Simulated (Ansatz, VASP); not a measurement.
# ZnS in VASP and in Ansatz

The input POSCAR:

```
ZnS
1.0
   -3.8087369231      0.0000000000      0.0000000000
   -1.9043684615     -3.2984629317      0.0000000000
   -4.7607307170     -2.7486091610     12.4664651483
Zn S
4 4
Direct
    0.4531348816      0.4531348816      0.6562643926
   -0.1302151184     -0.1302151184      0.1562643926
   -0.4218203069     -0.4218203069      0.9062206171
    0.3281630264      0.3281630264      0.4062206171
   -0.7027936737      0.2972063263      0.8433861439
   -0.2861436737     -0.2861436737      0.3433861439
    0.2552290856      0.2552290856      0.0937288464
    0.1719124190      0.1719124190      0.5937288464
```

Contents of INCAR.step1:

```
PREC     = Accurate       # precision mode
ENCUT    = 520            # plane-wave cutoff, eV
ISMEAR   = 0              # smearing method
SIGMA    = 0.05           # smearing width, eV
LREAL    = F              # projectors in reciprocal space
LASPH    = T              # aspherical terms in the spheres
NELM     = 60             # most SCF steps
NBANDS   = 46             # bands
GGA      = PE             # functional
ALGO     = Normal         # electronic algorithm
EDIFF    = 1E-4           # SCF threshold, eV
LWAVE    = T              # write WAVECAR
LCHARG   = F              # write CHGCAR
```

File INCAR.step2:

```
PREC     = Accurate       # precision mode
ENCUT    = 520            # plane-wave cutoff, eV
EDIFF    = 1E-6           # SCF threshold, eV
ISMEAR   = 0              # smearing method
SIGMA    = 0.05           # smearing width, eV
LREAL    = F              # projectors in reciprocal space
LASPH    = T              # aspherical terms in the spheres
NELM     = 60             # most SCF steps
ALGO     = Normal         # electronic algorithm
ISIF     = 2              # what is computed and relaxed
LWAVE    = F              # write WAVECAR
LCHARG   = F              # write CHGCAR
METAGGA  = R2SCAN         # meta-GGA
LMIXTAU  = T            
NBANDS   = 46             # bands
ISTART   = 1
```

The input KPOINTS:

```
Automatic mesh
0
Gamma
  7 7 2
```

Input for Ansatz:

```yaml
crystal:
  lattice:
    - [-3.8087369231, 0.0, 0.0]
    - [-1.9043684615, -3.2984629317, 0.0]
    - [-4.760730717, -2.748609161, 12.4664651483]
  atoms:
    - { symbol: Zn, position: [0.4531348816, 0.4531348816, 0.6562643926] }
    - { symbol: Zn, position: [-0.1302151184, -0.1302151184, 0.1562643926] }
    - { symbol: Zn, position: [-0.4218203069, -0.4218203069, 0.9062206171] }
    - { symbol: Zn, position: [0.3281630264, 0.3281630264, 0.4062206171] }
    - { symbol: S, position: [-0.7027936737, 0.2972063263, 0.8433861439] }
    - { symbol: S, position: [-0.2861436737, -0.2861436737, 0.3433861439] }
    - { symbol: S, position: [0.2552290856, 0.2552290856, 0.0937288464] }
    - { symbol: S, position: [0.171912419, 0.171912419, 0.5937288464] }
basis:
  ecutwfc: 500
kpoints:
  mp_grid: { grid: [7, 7, 2] }
hamiltonian:
  xc: r2scan
scf:
  occupations: { method: gaussian, width: 0.05 }
output:
  forces: true
  stress: true
  eigenvalues: true
```

Alike in both runs: task single point; functional r2SCAN; k mesh 7 × 7 × 2; occupations gaussian, width 0.05 eV; no spin polarisation.

|  | VASP | Ansatz |
| --- | --- | --- |
| version | VASP 6.6.1 | Ansatz 0.2.0 |
| potentials or method | VASP PAW PBE potentials, release 64 (Zn, S), cutoff 520 eV | scalar-relativistic, plane waves, PAW |
| valence electrons in the cell | 72 | 72 |

|  | VASP | Ansatz | Ansatz less VASP |
| --- | --- | --- | --- |
| gap on the k mesh at the Fermi level (eV) | 2.29 | 2.28 | -0.008 |
| least direct gap on the mesh (eV) | 2.29 | 2.28 | -0.008 |
| pressure (GPa) | -0.4 | -0.4 | -0.04 |
| traceless stress, the component that is largest in VASP (GPa) | -2.27 | -2.27 | +0.005 |
| rms of the force components (eV/Å) | 0.240 | 0.239 | -0.0005 |

VASP's potentials were made for PBE, not for r2SCAN. Atom by atom the forces differ by 0.005 eV/Å (rms over components).
